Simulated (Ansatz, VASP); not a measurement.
**SnTe in VASP and in Ansatz**

```
CELL_PARAMETERS angstrom
0.00000 3.18935 3.18935
3.18935 0.00000 3.18935
3.18935 3.18935 0.00000
ATOMIC_POSITIONS crystal
Sn 0.00000 0.00000 0.00000
Te 0.50000 0.50000 0.50000
```

Alike in both runs: task single point; functional PBE; k mesh 6 × 6 × 6; occupations fermi-dirac, width 0.02 eV; no spin polarisation.

|  | VASP | Ansatz |
| --- | --- | --- |
| version | VASP 6.6.1 | Ansatz 0.2.0 |
| potentials or method | VASP PAW PBE potentials, release 64 (Sn_d, Te) | plane waves, PAW |
| plane-wave cutoff (eV) | 520 | 420 |
| valence electrons in the cell | 20 | 30 |

```csv
,VASP,Ansatz,Ansatz less VASP
pressure (GPa),0.6,0.6,+0.07
```

VASP's potentials hold 20 valence electrons a cell and Ansatz's 30, so a difference there can come from the potentials and not from the codes.

Spin-orbit coupling is off throughout.
